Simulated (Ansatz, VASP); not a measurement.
# LiNbO3 in VASP and in Ansatz

Contents of INCAR:

```
PREC = Accurate ; ENCUT = 520
EDIFF = 1E-7 ; ISMEAR = 0
SIGMA = 0.05 ; LREAL = F
LASPH = T ; NELM = 60
ALGO = Normal ; ISIF = 2
LWAVE = F ; LCHARG = T
GGA = PE ; LELF = T
LVHAR = T ; NBANDS = 45
```

KPOINTS

```
Automatic mesh
0
Gamma
  6 6 6
```

File POSCAR:

```
LiNbO3
1.0
    2.6078986789      1.5056710043      4.8480836441
   -2.6078986789      1.5056710043      4.8480836441
    0.0000000000     -3.0113420086      4.8480836441
Li Nb O
2 2 6
Direct
    0.2815913687      0.2815913687      0.2815913687
    0.7815913687      0.7815913687      0.7815913687
    0.0004900497      0.0004900497      0.0004900497
    0.5004900497      0.5004900497      0.5004900497
    0.1104619503      0.3580262714      0.7211003599
    0.7211003599      0.1104619503      0.3580262714
    0.3580262714      0.7211003599      0.1104619503
    0.2211003599      0.8580262714      0.6104619503
    0.8580262714      0.6104619503      0.2211003599
    0.6104619503      0.2211003599      0.8580262714
```

Input for Ansatz:

```yaml
crystal:
  lattice:
    - [2.6078986789, 1.5056710043, 4.8480836441]
    - [-2.6078986789, 1.5056710043, 4.8480836441]
    - [0.0, -3.0113420086, 4.8480836441]
  atoms:
    - { symbol: Li, position: [0.2815913687, 0.2815913687, 0.2815913687] }
    - { symbol: Li, position: [0.7815913687, 0.7815913687, 0.7815913687] }
    - { symbol: Nb, position: [0.0004900497, 0.0004900497, 0.0004900497] }
    - { symbol: Nb, position: [0.5004900497, 0.5004900497, 0.5004900497] }
    - { symbol: O, position: [0.1104619503, 0.3580262714, 0.7211003599] }
    - { symbol: O, position: [0.7211003599, 0.1104619503, 0.3580262714] }
    - { symbol: O, position: [0.3580262714, 0.7211003599, 0.1104619503] }
    - { symbol: O, position: [0.2211003599, 0.8580262714, 0.6104619503] }
    - { symbol: O, position: [0.8580262714, 0.6104619503, 0.2211003599] }
    - { symbol: O, position: [0.6104619503, 0.2211003599, 0.8580262714] }
basis:
  ecutwfc: 520.0
kpoints:
  mp_grid: { grid: [6, 6, 6] }
hamiltonian:
  xc: pbe
  pseudopotentials: { kind: paw, azcp: { folder: soft_1 } }
scf:
  occupations: { method: gaussian, width: 0.05 }
output:
  forces: true
  stress: true
  eigenvalues: true
```

Alike in both runs: task single point; functional PBE; k mesh 6 × 6 × 6; occupations gaussian, width 0.05 eV; no spin polarisation.

```csv
,VASP,Ansatz
version,VASP 6.6.1,Ansatz 0.2.0
potentials or method,"VASP PAW PBE potentials, release 64 (Li_sv, Nb_sv, O), cutoff 520 eV","scalar-relativistic, plane waves, PAW"
valence electrons in the cell,68,68
```

Ansatz gave:

| Item | Value |
| --- | --- |
| gap on the k mesh at the Fermi level (eV) | 3.36 |
| least direct gap on the mesh (eV) | 3.37 |
| rms of the force components (eV/Å) | 0.262 |

What did VASP give for the same quantities?

gap on the k mesh at the Fermi level (eV): 3.35; least direct gap on the mesh (eV): 3.36; rms of the force components (eV/Å): 0.258.

Atom by atom the forces differ by 0.009 eV/Å (rms over components).

Noted on VASP's run: the cutoff is short for stress, so the pressure is rough.
